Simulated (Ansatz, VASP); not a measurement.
**Pt: VASP beside Ansatz**

```
Pt
1.0
     0.00000    1.97158    1.97158
     1.97158    0.00000    1.97158
     1.97158    1.97158    0.00000
Pt
1
Direct
  0.00000 0.00000 0.00000
```

Alike in both runs: task single point; functional LDA; k mesh 18 × 18 × 18; occupations gaussian, width 0.1 eV; no spin polarisation.

|  | VASP | Ansatz |
| --- | --- | --- |
| version | VASP 6.6.1 | Ansatz 0.2.0 |
| potentials or method | VASP PAW LDA potentials, release 64 (Pt), cutoff 520 eV | scalar-relativistic, plane waves, PAW |
| valence electrons in the cell | 10 | 18 |

|  | VASP | Ansatz | Ansatz less VASP |
| --- | --- | --- | --- |
| gap on the k mesh at the Fermi level (eV) | none | none | - |
| pressure (GPa) | -9.9 | -10.5 | -0.68 |

Ansatz warns that its potentials were made for another functional, while VASP's fit it. LDA's correlation is that of Perdew and Zunger in VASP and of Perdew and Wang (1992) in Ansatz. A gap of «none» marks a metal or a gap that the smearing closes. VASP's potentials hold 10 valence electrons a cell and Ansatz's 18, so a difference there can come from the potentials and not from the codes.

Spin-orbit coupling is off throughout.
